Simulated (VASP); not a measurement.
# BN (P6_3/mmc) in VASP: single point with LDA

Aim: the single point of BN with LDA.

Everything below comes from runs of VASP 6.6.1. Logs are shortened: lines on timing, memory, paths and dates and some standing lists are left out, and cuts for length are marked.

## 1. The cell of the first run

The structure is hexagonal, space group P6_3/mmc (No. 194). The conventional cell has a = 2.575 Å, b = 2.575 Å, c = 6.041 Å, α = 90.00°, β = 90.00°, γ = 120.00°. B (site symmetry -6m2) has 3 N at 1.49 Å within 2.0 Å. N (site symmetry -6m2) has 3 B at 1.49 Å within 2.0 Å.

## 2. Single point, LDA (mode 4 frozen in at +0.000 Å, strain +e along z and -e/2 along x and y -0.0700)

INCAR reads:

```
SYSTEM = BN
ALGO = Normal
EDIFF = 1E-7
ENCUT = 520
GGA = CA
ISIF = 2
ISMEAR = 0
LASPH = .True.
LCHARG = .False.
LREAL = .False.
LWAVE = .False.
NBANDS = 16
NELM = 80
PREC = Accurate
SIGMA = 0.05
```

KPOINTS reads:

```
k-points
0
Gamma
  12 12 4
  0 0 0
```

POSCAR reads:

```
BN
1.0
    2.5754440236      0.0000000000      0.0000000000
   -1.2877220118      2.2303999504      0.0000000000
    0.0000000000      0.0000000000      6.0406024751
B N
2 2
Direct
    0.3333333333      0.6666666667      0.2500000000
    0.6666666667      0.3333333333      0.7500000000
    0.3333333333      0.6666666667      0.7500000000
    0.6666666667      0.3333333333      0.2500000000
```

Potentials or basis: VASP PAW LDA potentials, release 64 (B, N).

Launch:

```sh
$ cat potpaw_LDA.64/B/POTCAR potpaw_LDA.64/N/POTCAR > POTCAR
$ mpirun -np 1 vasp_std > vasp.out
```

OUTCAR:

```text
SYSTEM = BN
   EDIFF = 1E-7
   ENCUT = 520
   GGA = CA
   ISIF = 2
   ISMEAR = 0
   LASPH = .True.
   LREAL = .False.
   NELM = 80
   PREC = Accurate

 ion  position               nearest neighbor table
   1  0.333  0.667  0.250-   4 1.49   4 1.49   4 1.49
   2  0.667  0.333  0.750-   3 1.49   3 1.49   3 1.49
   3  0.333  0.667  0.750-   2 1.49   2 1.49   2 1.49
   4  0.667  0.333  0.250-   1 1.49   1 1.49   1 1.49

  LATTYP: Found a hexagonal cell.
 ALAT       =     2.5754440236
 C/A-ratio  =     2.3454605962

  Lattice vectors:

 A1 = (   2.5754440236,   0.0000000000,   0.0000000000)
 A2 = (  -1.2877220118,   2.2303999504,   0.0000000000)
 A3 = (   0.0000000000,   0.0000000000,   6.0406024751)

Analysis of symmetry for initial positions (statically):
=====================================================================
 Subroutine PRICEL returns:
 Original cell was already a primitive cell.

 Routine SETGRP: Setting up the symmetry group for a
 hexagonal supercell.

 Subroutine GETGRP returns: Found 24 space group operations
 (whereof 12 operations were pure point group operations)
 out of a pool of 24 trial point group operations.

The static configuration has the point symmetry D_3d.
 The point group associated with its full space group is D_6h.

Analysis of symmetry for dynamics (positions and initial velocities):
=====================================================================
 Subroutine PRICEL returns:
 Original cell was already a primitive cell.

 Routine SETGRP: Setting up the symmetry group for a
 hexagonal supercell.

 Subroutine GETGRP returns: Found 24 space group operations
 (whereof 12 operations were pure point group operations)
 out of a pool of 24 trial point group operations.

The dynamic configuration has the point symmetry D_3d.
 The point group associated with its full space group is D_6h.

 Subroutine INISYM returns: Found 24 space group operations
 (whereof 12 operations are pure point group operations),
 and found     1 'primitive' translations

----------------------------------------------------------------------------------------

                                     Primitive cell

  volume of cell :      34.6989

  direct lattice vectors                    reciprocal lattice vectors
     2.575444024  0.000000000  0.000000000     0.388282561  0.224175041  0.000000000
    -1.287722012  2.230399950  0.000000000     0.000000000  0.448350082  0.000000000
     0.000000000  0.000000000  6.040602475     0.000000000  0.000000000  0.165546401

  length of vectors
     2.575444024  2.575444024  6.040602475     0.448350082  0.448350082  0.165546401

  position of ions in fractional coordinates (direct lattice)
     0.333333333  0.666666667  0.250000000
     0.666666667  0.333333333  0.750000000
     0.333333333  0.666666667  0.750000000
     0.666666667  0.333333333  0.250000000

  ion indices of the primitive-cell ions
   primitive index   ion index
                 1           1
                 2           2
                 3           3
                 4           4

----------------------------------------------------------------------------------------

 KPOINTS: k-points

Automatic generation of k-mesh.
 Grid dimensions read from file:
 generate k-points for:   12   12    4

 Generating k-lattice:

  Cartesian coordinates                     Fractional coordinates (reciprocal lattice)
     0.032356880  0.018681253  0.000000000     0.083333333  0.000000000  0.000000000
     0.000000000  0.037362507  0.000000000     0.000000000  0.083333333  0.000000000
     0.000000000  0.000000000  0.041386600     0.000000000  0.000000000  0.250000000

  Length of vectors
     0.037362507  0.037362507  0.041386600

  Shift w.r.t. Gamma in fractional coordinates (k-lattice)
     0.000000000  0.000000000  0.000000000

 Subroutine IBZKPT returns following result:
 ===========================================

 Found     57 irreducible k-points:

 Following reciprocal coordinates:
            Coordinates               Weight
  0.000000  0.000000  0.000000      1.000000
  0.083333 -0.000000  0.000000      6.000000
  0.166667 -0.000000  0.000000      6.000000
  0.250000  0.000000  0.000000      6.000000
  0.333333 -0.000000  0.000000      6.000000
  0.416667 -0.000000  0.000000      6.000000
[... 16 lines left out ...]
  0.250000  0.000000  0.250000     12.000000
  0.333333 -0.000000  0.250000     12.000000
 [... further k-points ...]
   k-points           NKPTS =     57   k-points in BZ     NKDIM =     57   number of bands    NBANDS=     16
   number of dos      NEDOS =    301   number of ions     NIONS =      4
   total plane-waves  NPLWV =  19200
   dimension x,y,z NGX =    20 NGY =   20 NGZ =   48
   dimension x,y,z NGXF=    40 NGYF=   40 NGZF=   96
   ions per type =               2   2
   NGX,Y,Z   is equivalent  to a cutoff of  12.91, 12.91, 13.21 a.u.
   NGXF,Y,Z  is equivalent  to a cutoff of  25.82, 25.82, 26.42 a.u.
 SYSTEM =  BN
   PREC   = accura    normal or accurate (medium, high low for compatibility)
   ISTART =      0    job   : 0-new  1-cont  2-samecut
   ICHARG =      2    charge: 1-file 2-atom 10-const
   ISPIN  =      1    spin polarized calculation?
   LNONCOLLINEAR =      F non collinear calculations
   LSORBIT =      F    spin-orbit coupling
   LASPH  =      T    aspherical Exc in radial PAW
   ENCUT  =  520.0 eV  38.22 Ry    6.18 a.u.   4.79  4.79 11.23*2*pi/ulx,y,z
   NELM   =     80;   NELMIN=  2; NELMDL= -5     # of ELM steps
   EDIFF  = 0.1E-06   stopping-criterion for ELM
   LREAL  =      F    real-space projection
   EDIFFG = 0.1E-05   stopping-criterion for IOM
   NSW    =      0    number of steps for IOM
   IBRION =     -1    ionic relax: 0-MD 1-quasi-New 2-CG
[... 14 lines left out ...]
     AMIX     =   0.40;   BMIX     =  1.00
     AMIX_MAG =   1.60;   BMIX_MAG =  1.00
  volume/ion in A,a.u.               =       8.67        58.54
  Fermi-wavevector in a.u.,A,eV,Ry     =   1.264765  2.390059 21.764289  1.599630
  Thomas-Fermi vector in A             =   2.398053
   LORBIT       =      0    0 simple, 1 ext, 2 COOP (PROOUT), +10 PAW based schemes
   GGA     = CA    functional components
   LHFCALC =     F    Hartree Fock is set to
   AEXX    =    0.0000 exact exchange contribution
   IVDW    =     0    specifies the selected vdW correction
   LEPSILON=     F    determine dielectric tensor
   LRPA    =     F    only Hartree local field effects (RPA)
 non-spin polarized calculation
 Gauss-broadening in eV      SIGMA  =   0.05
  energy-cutoff  :      520.00
  volume of cell :       34.70
 maximum number of plane-waves:       958
 NGX is ok and might be reduce to    20
   NGX =  9   NGY =  9   NGZ = 23

 number of electron      16.0000000 magnetization

 Free energy of the ion-electron system (eV)
  ---------------------------------------------------
  ext. energy  EPLUGINS =         0.00000000
  ---------------------------------------------------
  free energy    TOTEN  =       -38.30471975 eV

  energy without entropy =      -38.30471975  energy(sigma->0) =      -38.30471975

 E-fermi :   2.9558     XC(G=0): -10.9140

 val. band max:        2.6788450182   @ k =   0.3333   0.2500   0.0000
 cond. band min:       6.4710100677   @ k =   0.5000   0.0000   0.0000
 fundamental gap:      3.7921650495
 Fermi energy:         2.9558028991

 k-point     1 :       0.0000    0.0000    0.0000
  band No.  band energies     occupation
      1     -14.6669      2.00000
      2     -14.0377      2.00000
      3      -3.8231      2.00000
      4      -0.3829      2.00000
      5       1.1425      2.00000
      6       1.1425      2.00000
[... 8 lines left out ...]
     15      13.7786      0.00000
     16      14.4611      0.00000

 k-point     2 :       0.0833   -0.0000    0.0000
  band No.  band energies     occupation
      1     -14.5368      2.00000
      2     -13.9165      2.00000
      3      -3.6460      2.00000
      4      -0.2344      2.00000
      5       0.6078      2.00000
      6       0.7175      2.00000
[... 8 lines left out ...]
     15      14.0727      0.00000
     16      14.3079      0.00000

 k-point     3 :       0.1667   -0.0000    0.0000
  band No.  band energies     occupation
      1     -14.1535      2.00000
      2     -13.5604      2.00000
      3      -3.1209      2.00000
      4      -0.7441      2.00000
      5      -0.6084      2.00000
      6       0.1996      2.00000
[... 8 lines left out ...]
     15      15.3979      0.00000
     16      15.5348      0.00000

 k-point     4 :       0.2500    0.0000    0.0000
  band No.  band energies     occupation
      1     -13.5421      2.00000
      2     -12.9982      2.00000
      3      -2.4537      2.00000
      4      -2.2735      2.00000
      5      -2.2699      2.00000
      6      -0.3756      2.00000
[... 8 lines left out ...]
     15      17.3675      0.00000
     16      17.5937      0.00000
[... 324 lines left out ...]
 k-point    22 :       0.1667   -0.0000    0.2500
  band No.  band energies     occupation
      1     -14.0751      2.00000
      2     -13.6569      2.00000
      3      -2.7346      2.00000
      4      -0.7452      2.00000
      5      -0.7041      2.00000
      6      -0.3135      2.00000
[... 8 lines left out ...]
     15      15.3166      0.00000
     16      15.4949      0.00000

 k-point    23 :       0.2500    0.0000    0.2500
  band No.  band energies     occupation
      1     -13.4694      2.00000
      2     -13.0857      2.00000
      3      -2.4852      2.00000
      4      -2.3180      2.00000
      5      -1.8273      2.00000
      6      -0.3536      2.00000
[... 8 lines left out ...]
     15      17.3962      0.00000
     16      17.5553      0.00000

 k-point    24 :       0.3333   -0.0000    0.2500
  band No.  band energies     occupation
      1     -12.7016      2.00000
      2     -12.3757      2.00000
      3      -4.1272      2.00000
      4      -3.9722      2.00000
      5      -0.9395      2.00000
      6      -0.8232      2.00000
[... 8 lines left out ...]
     15      18.8414      0.00000
     16      19.6866      0.00000

 [... further k-points ...]

------------------------ aborting loop because EDIFF is reached ----------------------------------------

  FORCE on cell =-STRESS in cart. coord.  units (eV):
  Direction    XX          YY          ZZ          XY          YZ          ZX
  --------------------------------------------------------------------------------------
  -------------------------------------------------------------------------------------
  Total       -7.5414494     -7.5414494      0.5001896      0.0000000     -0.0000000      0.0000000
  in kB     -348.2172531   -348.2172530     23.0956461      0.0000000     -0.0000000      0.0000000
  external PRESSURE =    -224.4462867 kB  Pullay stress =       0.0000000 kB

 VOLUME and BASIS-vectors are now :
 -----------------------------------------------------------------------------
  energy-cutoff  :      520.00
  volume of cell :       34.70
      direct lattice vectors                 reciprocal lattice vectors
     2.575444024  0.000000000  0.000000000     0.388282561  0.224175041  0.000000000
    -1.287722012  2.230399950  0.000000000     0.000000000  0.448350082  0.000000000
     0.000000000  0.000000000  6.040602475     0.000000000  0.000000000  0.165546401

 POSITION                                       TOTAL-FORCE (eV/Angst)
 -----------------------------------------------------------------------------------
     -0.00000      1.48693      1.51015         0.000000     -0.000000      0.000000
      1.28772      0.74347      4.53045        -0.000000      0.000000      0.000000
     -0.00000      1.48693      4.53045         0.000000      0.000000      0.000000
      1.28772      0.74347      1.51015        -0.000000      0.000000      0.000000
 -----------------------------------------------------------------------------------
    total drift:                               -0.000000      0.000000      0.000000

  FREE ENERGIE OF THE ION-ELECTRON SYSTEM (eV)
  ---------------------------------------------------
  free  energy   TOTEN  =       -38.3047197492 eV

  energy  without entropy=      -38.3047197492  energy(sigma->0) =      -38.30471975
```

Run time: 45 s. Hardware: 1 thread of Intel Xeon 8259CL, shared host; peak memory 0.15 GiB.

Results:

```yaml
Free_energy: -38.3047 eV
Pressure: -22.4 GPa
Band_gap_on_the_k_mesh: 3.79 eV, indirect (least direct gap 4.02 eV)
```

Stress tensor (GPa, compression positive):
```
-34.82   0.00   0.00
  0.00 -34.82   0.00
  0.00   0.00   2.31
```

Caveat: the cell differs from its parent crystal (mode 4 frozen in at +0.000 Å, strain +e along z and -e/2 along x and y -0.0700). A k mesh can miss the band edges.
